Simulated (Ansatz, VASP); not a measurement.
**One calculation of BaSi8, two programs**

File INCAR:

```
SYSTEM = BaSi8
ALGO = Normal ; EDIFF = 1E-6
ENCUT = 520 ; GGA = PE
ISIF = 2 ; ISMEAR = 0
IVDW = 12 ; LASPH = .True.
LCHARG = .False. ; LREAL = .False.
LWAVE = .False. ; NBANDS = 31
NELM = 60 ; PREC = Accurate
SIGMA = 0.1
```

KPOINTS

```
k-points
0
Gamma
  4 4 2
  0 0 0
```

File POSCAR:

```
BaSi8
1.0
    6.7327066600      0.0000000000      0.0000000000
    0.0000000000      3.8871303800      0.0000000000
    0.0000000000      0.0000000000      8.8094212000
Ba Si
1 8
Direct
    0.8333333300      0.5000000000      0.6838940300
    0.6666666700      0.0000000000      0.8977213600
    0.1666666700      0.5000000000      0.8977213600
    0.8333333300      0.5000000000      0.0000000000
    0.3333333300      0.0000000000      0.0000000000
    0.0000000000      0.0000000000      0.3677880700
    0.5000000000      0.5000000000      0.3677880700
    0.6666666700      0.0000000000      0.4700667100
    0.1666666700      0.5000000000      0.4700667100
```

Input for Ansatz:

```yaml
crystal:
  lattice:
    - [6.73270666, 0.0, 0.0]
    - [0.0, 3.88713038, 0.0]
    - [0.0, 0.0, 8.8094212]
  atoms:
    - { symbol: Ba, position: [0.83333333, 0.5, 0.68389403] }
    - { symbol: Si, position: [0.66666667, 0.0, 0.89772136] }
    - { symbol: Si, position: [0.16666667, 0.5, 0.89772136] }
    - { symbol: Si, position: [0.83333333, 0.5, 0.0] }
    - { symbol: Si, position: [0.33333333, 0.0, 0.0] }
    - { symbol: Si, position: [0.0, 0.0, 0.36778807] }
    - { symbol: Si, position: [0.5, 0.5, 0.36778807] }
    - { symbol: Si, position: [0.66666667, 0.0, 0.47006671] }
    - { symbol: Si, position: [0.16666667, 0.5, 0.47006671] }
basis:
  ecutwfc: 420
kpoints:
  mp_grid: { grid: [4, 4, 2] }
hamiltonian:
  xc: pbe
  dispersion: d3bj
scf:
  occupations: { method: gaussian, width: 0.1 }
  lower_state_search: "off"
output:
  forces: true
  stress: true
  eigenvalues: true
```

Alike in both runs: task single point; functional PBE; dispersion D3(BJ); k mesh 4 × 4 × 2; occupations gaussian, width 0.1 eV; no spin polarisation.

```csv
,VASP,Ansatz
version,VASP 6.6.1,Ansatz 0.2.0
potentials or method,"VASP PAW PBE potentials, release 64 (Ba_sv, Si), cutoff 520 eV","scalar-relativistic, plane waves, PAW"
valence electrons in the cell,42,42
```

```csv
,VASP,Ansatz,Ansatz less VASP
gap on the k mesh at the Fermi level (eV),none,none,-
pressure (GPa),0.6,0.3,-0.29
"traceless stress, the component that is largest in VASP (GPa)",3.62,3.41,-0.204
rms of the force components (eV/Å),1.070,1.016,-0.0534
```

Atom by atom the forces differ by 0.055 eV/Å (rms over components). A gap of «none» marks a metal or a gap that the smearing closes. Ansatz's warnings: dispersion switch in reach.

The k mesh is coarse, so the values compare programs but aren't converged. Neither program's run includes spin-orbit coupling.
